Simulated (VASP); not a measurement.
Write the native input for VASP 6.6.1 that does the following.

| Property | Result |
| --- | --- |
| Task | single point |
| Functional | PBE |
| Potentials or basis | VASP PAW PBE potentials, release 64 (Au) |
| Cutoff | 520 eV |
| k mesh | 12 × 12 × 8 |
| Occupations | gaussian, width 0.15 eV |
| Spin | no spin polarisation |
| Dipole correction | no |
| Further INCAR settings | ALGO = Fast; EDIFF = 1e-07; NBANDS = 18 |

The structure of Au lies in POSCAR:

```
Au
1.0
    2.9169619182      0.0000000000      0.0000000000
   -1.4584809591      2.5261631230      0.0000000000
    0.0000000000      0.0000000000      4.8900309000
Au
2
Direct
    0.3343254243      0.6666862570      0.7499936258
    0.6656745757      0.3333137430      0.2500063742
```

This isn't the form of Au at room conditions, which is fcc.

These files were run (other wordings do the same):

INCAR

```
PREC = Accurate ; ENCUT = 520
EDIFF = 1E-7 ; ISMEAR = 0
SIGMA = 0.15 ; LREAL = F
LASPH = T ; NELM = 100
ALGO = Fast ; ISIF = 2
LWAVE = F ; LCHARG = F
GGA = PE ; NBANDS = 18
```

KPOINTS

```
Automatic mesh
0
Gamma
  12 12 8
```

Potentials or basis: VASP PAW PBE potentials, release 64 (Au).

Run with:

```bash
$ cat potpaw_PBE.64/Au/POTCAR > POTCAR
$ mpirun -np 1 vasp_std > vasp.out
```

It gave:

| Quantity | Value |
| --- | --- |
| Pressure | -0.1 GPa |
| Band gap on the k mesh | zero (bands 11 and 12 overlap by 6.58 eV) |

Caveat: spin-orbit coupling is left out, which moves the levels of the heavy elements.

Wall time 4.9 min on 1 thread of Intel(R) Xeon(R) Platinum 8259CL CPU @ 2.50GHz (Skylake/Cascade Lake), with other jobs on the host, peak memory 0.4 GiB.
